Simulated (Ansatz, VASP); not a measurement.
Cd2TeI2 in VASP and in Ansatz

```
Cd Te I
1.0
     4.20198    0.00000    0.00000
     0.00000    4.20198    0.00000
     0.00000    0.00000   10.33494
Cd Te I
2 1 2
Direct
  0.50000 0.50000 0.00000
  0.50000 0.50000 0.50000
  0.00000 0.00000 0.00000
  0.00000 0.00000 0.33267
  0.00000 0.00000 0.66733
```

Alike in both runs: functional PBE; k mesh 4 × 4 × 2; occupations gaussian, width 0.1 eV; no spin polarisation.

Ansatz relaxed the structure, and its values are those at the end. VASP's run is a single point on that final structure, the one shown.

|  | VASP | Ansatz |
| --- | --- | --- |
| version | VASP 6.6.1 | Ansatz 0.2.0 |
| potentials or method | VASP PAW PBE potentials, release 64 (Cd, Te, I), cutoff 520 eV | scalar-relativistic, plane waves, PAW |
| valence electrons in the cell | 44 | 90 |

Ansatz gave:

```
gap on the k mesh at the Fermi level (eV) : none
pressure (GPa)                            : -0.1
rms of the force components (eV/Å)        : 0.006
```

**Question.** Which values does VASP return?

**Answer.** gap on the k mesh at the Fermi level (eV): none; pressure (GPa): 0.0; rms of the force components (eV/Å): 0.004.

A gap of «none» marks a metal or a gap that the smearing closes. With one functional, cell and mesh, what is left measures potentials, basis and numerics. VASP's potentials hold 44 valence electrons a cell and Ansatz's 90, so a difference there can come from the potentials and not from the codes.

The k mesh is coarse, so the values compare programs but aren't converged. Neither program's run includes spin-orbit coupling.
